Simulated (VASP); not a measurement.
A run of VASP 6.6.1 is set up as follows.

Contents of INCAR:

```
SYSTEM = ZrB2
PREC = Accurate
ENCUT = 520
EDIFF = 1E-8
ISMEAR = -1
SIGMA = 0.05
LREAL = .False.
LASPH = .True.
NELM = 80
ALGO = Normal
ISIF = 2
LWAVE = .False.
LCHARG = .False.
GGA = CA
LEFG = .True.
NBANDS = 16
```

The input KPOINTS:

```
Automatic mesh
0
Gamma
  12 12 9
  0 0 0
```

Contents of POSCAR:

```
ZrB2
1.0
    3.1649998255      0.0000000000      0.0000000000
   -1.5824999128      2.7409702519      0.0000000000
    0.0000000000      0.0000000000      3.5200000000
Zr B
1 2
Direct
    0.0000000000      0.0000000000      0.0000000000
    0.3333333333      0.6666666667      0.5000000000
    0.6666666667      0.3333333333      0.5000000000
```

Potentials or basis: VASP PAW LDA potentials, release 64 (Zr_sv, B).

The run is started by

```sh
$ cat potpaw_LDA.64/Zr_sv/POTCAR potpaw_LDA.64/B/POTCAR > POTCAR
$ mpirun -np 1 vasp_std > vasp.out
```

Question: What does it give for the band gap on the k mesh?

Answer: Zero (band 9 reaches 11.28 eV, above the bottom of band 10 at 10.01 eV).

Question: Predict the pressure.

Answer: -6.8 GPa.

Stress tensor (GPa, compression positive):
```
-7.25  0.00  0.00
 0.00 -7.25  0.00
 0.00  0.00 -5.97
```

Caveat: without QUAD_EFG the Cq values of the log hold for a quadrupole moment of 1 mb, not for the nuclei.
